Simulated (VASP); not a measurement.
Here is a VASP 6.6.1 calculation.

The input POSCAR:

```
Pd
1.0
    0.0000000000      1.9443638911      1.9443638911
    1.9443638911      0.0000000000      1.9443638911
    1.9443638911      1.9443638911      0.0000000000
Pd
1
Direct
    0.0000000000      0.0000000000      0.0000000000
```

File INCAR.step1:

```
SYSTEM = Pd
PREC     = Accurate       ! precision mode
ENCUT    = 520            ! plane-wave cutoff, eV
ISMEAR   = -1             ! smearing method
SIGMA    = 0.05           ! smearing width, eV
LREAL    = .FALSE.        ! projectors in reciprocal space
LASPH    = .TRUE.         ! aspherical terms in the spheres
NELM     = 100            ! most SCF steps
NBANDS   = 11             ! bands
GGA      = PE             ! functional
ALGO     = Normal         ! electronic algorithm
EDIFF    = 1E-4           ! SCF threshold, eV
LWAVE    = .TRUE.         ! write WAVECAR
LCHARG   = .FALSE.        ! write CHGCAR
```

Contents of INCAR.step2:

```
SYSTEM = Pd
PREC     = Accurate       ! precision mode
ENCUT    = 520            ! plane-wave cutoff, eV
EDIFF    = 1E-6           ! SCF threshold, eV
ISMEAR   = -1             ! smearing method
SIGMA    = 0.05           ! smearing width, eV
LREAL    = .FALSE.        ! projectors in reciprocal space
LASPH    = .TRUE.         ! aspherical terms in the spheres
NELM     = 100            ! most SCF steps
ALGO     = Normal         ! electronic algorithm
ISIF     = 2              ! what is computed and relaxed
LWAVE    = .FALSE.        ! write WAVECAR
LCHARG   = .TRUE.         ! write CHGCAR
METAGGA  = R2SCAN         ! meta-GGA
LMIXTAU  = .TRUE.       
LUSE_VDW = .TRUE.       
IVDW_NL  = 2            
BPARAM   = 11.95        
CPARAM   = 0.0093       
LELF     = .TRUE.         ! ELF
LVHAR    = .TRUE.       
NBANDS   = 11             ! bands
ISTART   = 1
```

KPOINTS

```
Automatic mesh
0
G
  12 12 12
  0 0 0
```

Potentials or basis: VASP PAW PBE potentials, release 64 (Pd).

Launch:

```console
$ cat potpaw_PBE.64/Pd/POTCAR > POTCAR
$ cp INCAR.step1 INCAR
$ mpirun -np 1 vasp_std > vasp.out
$ cp INCAR.step2 INCAR
$ mpirun -np 1 vasp_std > vasp.out
```

What does it give for the pressure?

1.2 GPa.

Estimate the band gap on the k mesh.

zero (band 5 reaches 9.96 eV, above the bottom of band 6 at 8.27 eV).

Caveat: the PAW data sets were made with another functional, which shifts forces and pressure a little.
